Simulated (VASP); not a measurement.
GaN (zincblende type), 2 atoms in the cell. The structure is cubic, space group F-43m (No. 216). Conventional cell: a = 3.650 Å, b = 3.650 Å, c = 3.650 Å, α = 90.00°, β = 90.00°, γ = 90.00°. Within 2.1 Å of Ga (site symmetry -43m) lie 4 N at 1.58 Å. Within 2.1 Å of N (site symmetry -43m) lie 4 Ga at 1.58 Å.  This cell differs from its parent crystal: volume scaled by 0.55.

```yaml
Program: VASP 6.6.1
Task: density of states
Functional: LDA
Potentials_or_basis: VASP PAW LDA potentials, release 64 (Ga_d, N)
Cutoff: 520 eV
k_mesh: 17 × 17 × 17
Occupations: fermi-dirac, width 0.05 eV
Spin: no spin polarisation
Dipole_correction: no
k_mesh_for_the_DOS: 26 × 26 × 26
Occupations_for_the_DOS: tetrahedron
Further_INCAR_settings: ALGO = Normal; EDIFF = 1e-06; NBANDS = 16
```

Potentials or basis: VASP PAW LDA potentials, release 64 (Ga_d, N).

Run with:

```bash
$ cat potpaw_LDA.64/Ga_d/POTCAR potpaw_LDA.64/N/POTCAR > POTCAR
$ cp INCAR.step1 INCAR
$ cp KPOINTS.step1 KPOINTS
$ mpirun -np 1 vasp_std > vasp.out
$ cp INCAR.step2 INCAR
$ cp KPOINTS.step2 KPOINTS
$ mpirun -np 1 vasp_std > vasp.out
```

Hardware: 1 thread of Intel(R) Xeon(R) Platinum 8488C (Sapphire Rapids) (shared host).

Q: How long does it take, and how much memory?

A: Wall time 50 s on 1 thread of Intel(R) Xeon(R) Platinum 8488C (Sapphire Rapids) (shared host), peak memory 0.21 GiB. Counts: k points 511.
